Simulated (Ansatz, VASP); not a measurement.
# Two plane-wave programs on Al

INCAR

```
SYSTEM = Al
PREC = Accurate
ENCUT = 520
EDIFF = 1E-6
ISMEAR = 0
SIGMA = 0.15
LREAL = .FALSE.
LASPH = .TRUE.
NELM = 60
ALGO = Fast
ISIF = 2
LWAVE = .FALSE.
LCHARG = .TRUE.
GGA = PS
LELF = .TRUE.
LVHAR = .TRUE.
NBANDS = 8
```

KPOINTS

```
regular mesh
0
G
  24 24 24
  0 0 0
```

File POSCAR:

```
Al
1.0
   -1.8369277953      1.8369277953      1.1940030670
    1.8369277953     -1.8369277953      1.1940030670
    1.8369277953      1.8369277953     -1.1940030670
Al
1
Direct
    0.0000000000      0.0000000000      0.0000000000
```

Input for Ansatz:

```yaml
crystal:
  lattice:
    - [-1.8369277953, 1.8369277953, 1.194003067]
    - [1.8369277953, -1.8369277953, 1.194003067]
    - [1.8369277953, 1.8369277953, -1.194003067]
  atoms:
    - { symbol: Al, position: [0.0, 0.0, 0.0] }
basis:
  ecutwfc: 420
kpoints:
  mp_grid: { grid: [24, 24, 24] }
hamiltonian:
  xc: pbesol
scf:
  occupations: { method: gaussian, width: 0.15 }
output:
  forces: true
  stress: true
  eigenvalues: true
```

Alike in both runs: task single point; functional PBEsol; k mesh 24 × 24 × 24; occupations gaussian, width 0.15 eV; no spin polarisation.

|  | VASP | Ansatz |
| --- | --- | --- |
| version | VASP 6.6.1 | Ansatz 0.2.0 |
| potentials or method | VASP PAW PBE potentials, release 64 (Al), cutoff 520 eV | scalar-relativistic, plane waves, PAW |
| valence electrons in the cell | 3 | 3 |

Ansatz gave:

* gap on the k mesh at the Fermi level (eV): none
* pressure (GPa): 10.9
* traceless stress, the component that is largest in VASP (GPa): 24.77

Q: What did VASP give for the same quantities?

A: gap on the k mesh at the Fermi level (eV): none; pressure (GPa): 11.0; traceless stress, the component that is largest in VASP (GPa): 24.92.

VASP's potentials were made for PBE, not for PBEsol. A gap of «none» marks a metal or a gap that the smearing closes.
